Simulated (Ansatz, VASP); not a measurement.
**Lu in VASP and in Ansatz**

```xyz
2
Lattice="3.5718 0.0000 0.0000 -1.7859 3.0933 0.0000 0.0000 0.0000 5.6598" Properties=species:S:1:pos:R:3 pbc="T T T"
Lu    1.7859    1.0311    4.2448
Lu    0.0000    2.0622    1.4149
```

Change from the starting cell: volume scaled by 1.06.

Alike in both runs: task single point; functional LDA; k mesh 9 × 9 × 5; occupations fermi-dirac, width 0.05 eV; no spin polarisation.

```csv
,VASP,Ansatz
version,VASP 6.6.1,Ansatz 0.2.0
potentials or method,"VASP PAW PBE potentials, release 64 (Lu), cutoff 520 eV","all-electron LAPW, scalar-relativistic"
```

```tsv
	VASP	Ansatz	Ansatz less VASP
gap on the k mesh at the Fermi level (eV)	none	none	-
pressure (GPa)	-7.2	-7.3	-0.16
traceless stress, the component that is largest in VASP (GPa)	-0.70	-0.68	+0.021
```

VASP's potentials were made for PBE, not for LDA. LDA's correlation is that of Perdew and Zunger in VASP and of Perdew and Wang (1992) in Ansatz. A gap of «none» marks a metal or a gap that the smearing closes. Ansatz ran all-electron here, and VASP with PAW potentials.

Neither program's run includes spin-orbit coupling.
